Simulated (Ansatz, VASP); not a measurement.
**One calculation of MoS2, two programs**

```xyz
6
Lattice="-3.1414 0.0000 0.0000 -1.5707 -2.7206 0.0000 0.0000 0.0000 17.0788" Properties=species:S:1:pos:R:3 pbc="T T T"
Mo   -1.5707   -0.9069    3.1447
Mo   -3.1414   -1.8137    9.4341
S    -1.5707   -0.9069    7.8750
S    -3.1414   -1.8137    1.5856
S    -1.5707   -0.9069   10.9932
S    -3.1414   -1.8137    4.7038
```

Alike in both runs: task single point; functional PBEsol; k mesh 10 × 10 × 2; occupations gaussian, width 0.05 eV; no spin polarisation.

|  | VASP | Ansatz |
| --- | --- | --- |
| version | VASP 6.6.1 | Ansatz 0.2.0 |
| potentials or method | VASP PAW PBE potentials, release 64 (Mo_sv, S), cutoff 520 eV | scalar-relativistic, plane waves, PAW |
| valence electrons in the cell | 52 | 52 |

```csv
,VASP,Ansatz,Ansatz less VASP
gap on the k mesh at the Fermi level (eV),1.45,1.44,-0.014
least direct gap on the mesh (eV),2.02,2.01,-0.005
rms of the force components (eV/Å),0.010,0.010,+0.0002
```

VASP's potentials were made for PBE, not for PBEsol. Atom by atom the forces differ by 0.001 eV/Å (rms over components).
